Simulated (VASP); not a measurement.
**BeTe: single point with PBE**

BeTe:

```
Be Te
1.0
     0.00000    2.76109    2.76109
     2.76109    0.00000    2.76109
     2.76109    2.76109    0.00000
Be Te
1 1
Direct
  0.00000 0.00000 0.00000
  0.25000 0.25000 0.25000
```

```json
{"Program": "VASP 6.6.1", "Task": "single point", "Functional": "PBE", "Potentials or basis": "VASP PAW PBE potentials, release 64 (Be, Te)", "Cutoff": "520 eV", "k mesh": "8 × 8 × 8", "Occupations": "gaussian, width 0.01 eV", "Spin": "no spin polarisation", "Dipole correction": "no", "Further INCAR settings": "ALGO = Normal; EDIFF = 1e-07; NBANDS = 11"}
```

* Pressure: 5.2 GPa
* Band gap on the k mesh: 1.82 eV, indirect (least direct gap 3.55 eV)

Levels at points of the mesh, in eV from the valence-band top:
```csv
k point,band 1,band 2,band 3,band 4,band 5,band 6,band 7,band 8
"(0.00, 0.00, 0.00)",-12.70,0.00,0.00,0.00,3.55,3.55,3.55,4.27
"(0.50, 0.00, 0.00)",-11.20,-5.93,-1.24,-1.24,3.24,4.56,4.56,7.79
"(0.50, 0.50, 0.00)",-10.65,-5.44,-2.87,-2.87,1.82,2.58,10.08,10.08
```

It took 7.9 s on 1 thread of Intel(R) Xeon(R) 6975P-C (Granite Rapids) (shared host), peak memory 0.17 GiB.

Caveat: spin-orbit coupling is left out, which moves the levels of the heavy elements. A hybrid or GW would open this gap; PBE tends to underestimate it.
